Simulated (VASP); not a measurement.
# CaSe (F-43m) in VASP: single point with PBEsol

Aim: the single point of CaSe with PBEsol.

Everything below comes from runs of VASP 6.6.1. Logs are shortened: lines on timing, memory, paths and dates and some standing lists are left out, and cuts for length are marked.

### Step 1. The cell of the first run

The structure is cubic, space group F-43m (No. 216). Conventional cell: a = 6.600 Å, b = 6.600 Å, c = 6.600 Å, α = 90.00°, β = 90.00°, γ = 90.00°. Within 3.8 Å of Ca (site symmetry -43m) lie 4 Se at 2.86 Å. Se (site symmetry -43m) has 4 Ca at 2.86 Å within 3.8 Å.

### Step 2. Single point, PBEsol

Input file INCAR:

```
SYSTEM = CaSe
  ALGO = Normal
  EDIFF = 1E-7
  ENCUT = 520
  GGA = PS
  ISIF = 2
  ISMEAR = 0
  LASPH = .True.
  LCHARG = .False.
  LREAL = .False.
  LWAVE = .False.
  NBANDS = 15
  NELM = 60
  PREC = Accurate
  SIGMA = 0.01
```

Input file KPOINTS:

```
k-points
0
Gamma
  2 2 2
  0 0 0
```

Input file POSCAR:

```
CaSe
1.0
    4.6669050000      0.0000000000      0.0000000000
    2.3334525000      4.0416582870      0.0000000000
    2.3334525000      1.3472194290      3.8105119760
Ca Se
1 1
Direct
    0.0000000000      0.0000000000      0.0000000000
    0.7500000000      0.7500000000      0.7500000000
```

Potentials or basis: VASP PAW PBE potentials, release 64 (Ca_sv, Se).

Started as:

```sh
> cat potpaw_PBE.64/Ca_sv/POTCAR potpaw_PBE.64/Se/POTCAR > POTCAR
> mpirun -np 1 vasp_std > vasp.out
```

OUTCAR:

```text
SYSTEM = CaSe
   EDIFF = 1E-7
   ENCUT = 520
   GGA = PS
   ISIF = 2
   ISMEAR = 0
   LASPH = .True.
   LREAL = .False.
   NELM = 60
   PREC = Accurate

 ion  position               nearest neighbor table
   1  0.000  0.000  0.000-   2 2.86   2 2.86   2 2.86   2 2.86
   2  0.750  0.750  0.750-   1 2.86   1 2.86   1 2.86   1 2.86

  LATTYP: Found a face centered cubic cell.
 ALAT       =     6.6000003452

  Lattice vectors:

 A1 = (   4.6669050000,   0.0000000000,   0.0000000000)
 A2 = (   2.3334525000,   4.0416582870,   0.0000000000)
 A3 = (   2.3334525000,   1.3472194290,   3.8105119760)

Analysis of symmetry for initial positions (statically):
=====================================================================
 Subroutine PRICEL returns:
 Original cell was already a primitive cell.

 Routine SETGRP: Setting up the symmetry group for a
 face centered cubic supercell.

 Subroutine GETGRP returns: Found 24 space group operations
 (whereof 24 operations were pure point group operations)
 out of a pool of 48 trial point group operations.

The static configuration has the point symmetry T_d .

Analysis of symmetry for dynamics (positions and initial velocities):
=====================================================================
 Subroutine PRICEL returns:
 Original cell was already a primitive cell.

 Routine SETGRP: Setting up the symmetry group for a
 face centered cubic supercell.

 Subroutine GETGRP returns: Found 24 space group operations
 (whereof 24 operations were pure point group operations)
 out of a pool of 48 trial point group operations.

The dynamic configuration has the point symmetry T_d .

 Subroutine INISYM returns: Found 24 space group operations
 (whereof 24 operations are pure point group operations),
 and found     1 'primitive' translations

----------------------------------------------------------------------------------------

                                     Primitive cell

  volume of cell :      71.8740

  direct lattice vectors                    reciprocal lattice vectors
     4.666905000  0.000000000  0.000000000     0.214274771 -0.123711597 -0.087477309
     2.333452500  4.041658287  0.000000000     0.000000000  0.247423193 -0.087477309
     2.333452500  1.347219429  3.810511976     0.000000000  0.000000000  0.262431927

  length of vectors
     4.666905000  4.666905000  4.666905000     0.262431927  0.262431927  0.262431927

  position of ions in fractional coordinates (direct lattice)
     0.000000000  0.000000000  0.000000000
     0.750000000  0.750000000  0.750000000

  ion indices of the primitive-cell ions
   primitive index   ion index
                 1           1
                 2           2

----------------------------------------------------------------------------------------

 KPOINTS: k-points

Automatic generation of k-mesh.
 Grid dimensions read from file:
 generate k-points for:    2    2    2

 Generating k-lattice:

  Cartesian coordinates                     Fractional coordinates (reciprocal lattice)
     0.107137385 -0.061855798 -0.043738654     0.500000000  0.000000000  0.000000000
     0.000000000  0.123711597 -0.043738654     0.000000000  0.500000000  0.000000000
     0.000000000  0.000000000  0.131215963     0.000000000  0.000000000  0.500000000

  Length of vectors
     0.131215963  0.131215963  0.131215963

  Shift w.r.t. Gamma in fractional coordinates (k-lattice)
     0.000000000  0.000000000  0.000000000

 Subroutine IBZKPT returns following result:
 ===========================================

 Found      3 irreducible k-points:

 Following reciprocal coordinates:
            Coordinates               Weight
  0.000000  0.000000  0.000000      1.000000
  0.500000 -0.000000 -0.000000      4.000000
  0.500000  0.500000 -0.000000      3.000000
   k-points           NKPTS =      3   k-points in BZ     NKDIM =      3   number of bands    NBANDS=     15
   number of dos      NEDOS =    301   number of ions     NIONS =      2
   total plane-waves  NPLWV =  46656
   dimension x,y,z NGX =    36 NGY =   36 NGZ =   36
   dimension x,y,z NGXF=    72 NGYF=   72 NGZF=   72
   ions per type =               1   1
   NGX,Y,Z   is equivalent  to a cutoff of  12.82, 12.82, 12.82 a.u.
   NGXF,Y,Z  is equivalent  to a cutoff of  25.65, 25.65, 25.65 a.u.
 SYSTEM =  CaSe
   PREC   = accura    normal or accurate (medium, high low for compatibility)
   ISTART =      0    job   : 0-new  1-cont  2-samecut
   ICHARG =      2    charge: 1-file 2-atom 10-const
   ISPIN  =      1    spin polarized calculation?
   LNONCOLLINEAR =      F non collinear calculations
   LSORBIT =      F    spin-orbit coupling
   LASPH  =      T    aspherical Exc in radial PAW
   ENCUT  =  520.0 eV  38.22 Ry    6.18 a.u.   8.68  8.68  8.68*2*pi/ulx,y,z
   NELM   =     60;   NELMIN=  2; NELMDL= -5     # of ELM steps
   EDIFF  = 0.1E-06   stopping-criterion for ELM
   LREAL  =      F    real-space projection
   EDIFFG = 0.1E-05   stopping-criterion for IOM
   NSW    =      0    number of steps for IOM
   IBRION =     -1    ionic relax: 0-MD 1-quasi-New 2-CG
   NFREE  =      0    steps in history (QN), initial steepest desc. (CG)
   ISIF   =      2    stress and relaxation
   ISYM   =      2    0-nonsym 1-usesym 2-fastsym
   POTIM  = 0.5000    time-step for ionic-motion
   TEBEG  =    0.0;   TEEND  =   0.0 temperature during run
   PSTRESS=    0.0 pullay stress
   NELECT =      16.0000    total number of electrons
   NUPDOWN=      -1.0000    fix difference up-down
   EMIN   =  10.00;   EMAX   =-10.00  energy-range for DOS
   EFERMI =   0.00;   METHOD = LEGACY
   ISMEAR =     0;   SIGMA  =   0.01  broadening in eV -4-tet -1-fermi 0-gaus
   EFERMI_NEDOS =   21; number of points for ismear=-14 and -15
   IALGO  =     38    algorithm
   IMIX   =      4    mixing-type and parameters
     AMIX     =   0.40;   BMIX     =  1.00
     AMIX_MAG =   1.60;   BMIX_MAG =  1.00
  volume/ion in A,a.u.               =      35.94       242.51
  Fermi-wavevector in a.u.,A,eV,Ry     =   0.992181  1.874950 13.393887  0.984423
  Thomas-Fermi vector in A             =   2.123975
   LORBIT       =      0    0 simple, 1 ext, 2 COOP (PROOUT), +10 PAW based schemes
   GGA     = PS    functional components
   LHFCALC =     F    Hartree Fock is set to
   AEXX    =    0.0000 exact exchange contribution
   IVDW    =     0    specifies the selected vdW correction
   LEPSILON=     F    determine dielectric tensor
   LRPA    =     F    only Hartree local field effects (RPA)
 non-spin polarized calculation
 Gauss-broadening in eV      SIGMA  =   0.01
  energy-cutoff  :      520.00
  volume of cell :       71.87
 maximum number of plane-waves:      1964
 NGX is ok and might be reduce to    36
   NGX = 17   NGY = 17   NGZ = 17

 number of electron      16.0000001 magnetization

 Free energy of the ion-electron system (eV)
  ---------------------------------------------------
  ext. energy  EPLUGINS =         0.00000000
  ---------------------------------------------------
  free energy    TOTEN  =        -9.19599961 eV

  energy without entropy =       -9.19599961  energy(sigma->0) =       -9.19599961

 E-fermi :  -0.2332     XC(G=0):  -7.6544

 val. band max:       -0.3794326216   @ k =   0.5000  -0.0000  -0.0000
 cond. band min:       2.6204709944   @ k =   0.0000   0.0000   0.0000
 fundamental gap:      2.9999036160
 Fermi energy:        -0.2331955971

 k-point     1 :       0.0000    0.0000    0.0000
  band No.  band energies     occupation
      1     -39.3227      2.00000
      2     -20.4197      2.00000
      3     -20.4197      2.00000
      4     -20.4197      2.00000
      5     -10.6501      2.00000
      6      -0.4549      2.00000
      7      -0.4549      2.00000
      8      -0.4549      2.00000
      9       2.6205      0.00000
     10       4.9064      0.00000
     11       4.9064      0.00000
     12       6.9078      0.00000
     13       6.9078      0.00000
     14       6.9078      0.00000
     15       8.5173      0.00000

 k-point     2 :       0.5000   -0.0000   -0.0000
  band No.  band energies     occupation
      1     -39.3210      2.00000
      2     -20.4618      2.00000
      3     -20.4249      2.00000
      4     -20.4249      2.00000
      5     -10.3970      2.00000
      6      -1.6044      2.00000
      7      -0.3794      2.00000
      8      -0.3794      2.00000
      9       4.5778      0.00000
     10       5.0114      0.00000
     11       5.0114      0.00000
     12       5.2700      0.00000
     13       5.8902      0.00000
     14       5.8902      0.00000
     15       8.3160      0.00000

 k-point     3 :       0.5000    0.5000   -0.0000
  band No.  band energies     occupation
      1     -39.3205      2.00000
      2     -20.4643      2.00000
      3     -20.4322      2.00000
      4     -20.4322      2.00000
      5     -10.3154      2.00000
      6      -1.6226      2.00000
      7      -0.4073      2.00000
      8      -0.4073      2.00000
      9       3.0469      0.00000
     10       4.4803      0.00000
     11       5.6335      0.00000
     12       5.6335      0.00000
     13       5.6485      0.00000
     14       7.4650      0.00000
     15       8.7825      0.00000

------------------------ aborting loop because EDIFF is reached ----------------------------------------

  FORCE on cell =-STRESS in cart. coord.  units (eV):
  Direction    XX          YY          ZZ          XY          YZ          ZX
  --------------------------------------------------------------------------------------
  -------------------------------------------------------------------------------------
  Total       -0.3519391     -0.3519391     -0.3519391     -0.0000000      0.0000000      0.0000000
  in kB       -7.8452386     -7.8452386     -7.8452386     -0.0000000      0.0000000      0.0000000
  external PRESSURE =      -7.8452386 kB  Pullay stress =       0.0000000 kB

 VOLUME and BASIS-vectors are now :
 -----------------------------------------------------------------------------
  energy-cutoff  :      520.00
  volume of cell :       71.87
      direct lattice vectors                 reciprocal lattice vectors
     4.666905000  0.000000000  0.000000000     0.214274771 -0.123711597 -0.087477309
     2.333452500  4.041658287  0.000000000     0.000000000  0.247423193 -0.087477309
     2.333452500  1.347219429  3.810511976     0.000000000  0.000000000  0.262431927

 POSITION                                       TOTAL-FORCE (eV/Angst)
 -----------------------------------------------------------------------------------
      0.00000      0.00000      0.00000         0.000000      0.000000     -0.000000
      7.00036      4.04166      2.85788        -0.000000     -0.000000      0.000000
 -----------------------------------------------------------------------------------
    total drift:                               -0.000000     -0.000000     -0.000000

  FREE ENERGIE OF THE ION-ELECTRON SYSTEM (eV)
  ---------------------------------------------------
  free  energy   TOTEN  =        -9.1959996123 eV

  energy  without entropy=       -9.1959996123  energy(sigma->0) =       -9.19599961
```

Run time: 9.7 s. Hardware: 1 thread of Intel Xeon Platinum 8259CL at 2.50GHz (Skylake/Cascade Lake), shared host; peak memory 0.2 GiB.

Results:

```yaml
Free_energy: -9.1960 eV
Pressure: -0.8 GPa
Band_gap_on_the_k_mesh: 3.00 eV, indirect (least direct gap 3.08 eV)
```

Caveat: the k points lie up to 0.82 Å⁻¹ apart; the PAW data sets were made with another functional, which shifts forces and pressure a little.
